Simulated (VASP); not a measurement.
A run of VASP 6.6.1:

INCAR

```
PREC = Accurate
ENCUT = 520
EDIFF = 1E-6
ISMEAR = -1
SIGMA = 0.05
LREAL = False
LASPH = True
NELM = 100
ALGO = Normal
ISIF = 2
LWAVE = False
LCHARG = False
GGA = PS
NBANDS = 7
```

KPOINTS

```
Automatic mesh
0
Gamma
  6 6 6
```

The input POSCAR:

```
Mg
1.0
   -1.8359916300      1.8359916300      1.6794040200
    1.8359916300     -1.8359916300      1.6794040200
    1.8359916300      1.8359916300     -1.6794040200
Mg
1
Direct
    0.0000000000      0.0000000000      0.0000000000
```

Potentials or basis: VASP PAW PBE potentials, release 64 (Mg).

The run is started by

```bash
$ cat potpaw_PBE.64/Mg/POTCAR > POTCAR
$ mpirun -np 1 vasp_std > vasp.out
```

Hardware: 1 thread of Intel Xeon 8259CL, with other jobs on the host.

Problem. Estimate the wall time of this run.

Solution. Wall time 7.6 s on 1 thread of Intel Xeon 8259CL, on a shared host, peak memory 0.13 GiB. Counts: scf iterations 9, k points 30.
